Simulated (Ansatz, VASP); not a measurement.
## One calculation of Cu, two programs

```
Cu
1.0
    -1.44038    1.44038    1.37378
     1.44038   -1.44038    1.37378
     1.44038    1.44038   -1.37378
Cu
1
Direct
  0.00000 0.00000 0.00000
```

Alike in both runs: task single point; functional LDA; k mesh 10 × 10 × 10; occupations methfessel-paxton of order 1, width 0.01 eV; no spin polarisation.

|  | VASP | Ansatz |
| --- | --- | --- |
| version | VASP 6.6.1 | Ansatz 0.2.0 |
| potentials or method | VASP PAW LDA potentials, release 64 (Cu), cutoff 520 eV | plane waves, PAW |
| valence electrons in the cell | 11 | 19 |

Ansatz gave:

| Quantity | Value |
| --- | --- |
| pressure (GPa) | -7.3 |
| traceless stress, the component that is largest in VASP (GPa) | -0.61 |

Question: Estimate VASP's values.

Answer: Pressure (GPa): -6.3; traceless stress, the component that is largest in VASP (GPa): -1.35.

LDA's correlation is that of Perdew and Zunger in VASP and of Perdew and Wang (1992) in Ansatz. VASP's potentials hold 11 valence electrons a cell and Ansatz's 19, so a difference there can come from the potentials and not from the codes. Ansatz's warnings: stress scf threshold loose.
